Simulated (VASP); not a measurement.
A run of VASP 6.6.1 is set up as follows.

INCAR

```
SYSTEM = In2O3
ALGO     = Normal         ! electronic algorithm
EDIFF    = 1E-6           ! SCF threshold, eV
ENCUT    = 520            ! plane-wave cutoff, eV
GGA      = CA             ! functional
ISIF     = 2              ! what is computed and relaxed
ISMEAR   = 0              ! smearing method
LASPH    = .TRUE.         ! aspherical terms in the spheres
LCHARG   = .FALSE.        ! write CHGCAR
LREAL    = .FALSE.        ! projectors in reciprocal space
LWAVE    = .FALSE.        ! write WAVECAR
NBANDS   = 55             ! bands
NELM     = 80             ! most SCF steps
PREC     = Accurate       ! precision mode
SIGMA    = 0.05           ! smearing width, eV
```

The input KPOINTS:

```
k-points
0
G
  6 6 6
  0 0 0
```

POSCAR

```
In2O3
1.0
    2.8401283398      1.6397488615      4.9823449044
   -2.8401283398      1.6397488615      4.9823449044
    0.0000000000     -3.2794977230      4.9823449044
In O
4 6
Direct
    0.3576778379      0.3576778379      0.3576778379
    0.1423221621      0.1423221621      0.1423221621
    0.6423221621      0.6423221621      0.6423221621
    0.8576778379      0.8576778379      0.8576778379
    0.5455327428      0.9544672572      0.2500000000
    0.2500000000      0.5455327428      0.9544672572
    0.9544672572      0.2500000000      0.5455327428
    0.4544672572      0.0455327428      0.7500000000
    0.7500000000      0.4544672572      0.0455327428
    0.0455327428      0.7500000000      0.4544672572
```

Potentials or basis: VASP PAW LDA potentials, release 64 (In_d, O).

The run is started by

```sh
$ cat potpaw_LDA.64/In_d/POTCAR potpaw_LDA.64/O/POTCAR > POTCAR
$ mpirun -np 1 vasp_std > vasp.out
```

Estimate the pressure.

-16.3 GPa.

Predict the largest force.

0.223 eV/Å.

Predict the band gap on the k mesh.

0.52 eV, indirect (least direct gap 0.65 eV).

Forces in eV/Å, atoms in the order of the input:
```
In   0.000  0.000 -0.223
In   0.000  0.000  0.223
In   0.000  0.000  0.223
In   0.000  0.000 -0.223
O    0.002  0.000  0.000
O   -0.001  0.002  0.000
O   -0.001 -0.002  0.000
O   -0.002  0.000  0.000
O    0.001 -0.002  0.000
O    0.001  0.002  0.000
```

Caveat: the cell differs from its parent crystal (strain +0.040 along x and y, +0.040 along z); spin-orbit coupling is left out, which moves the levels of the heavy elements. A k mesh can miss the band edges.
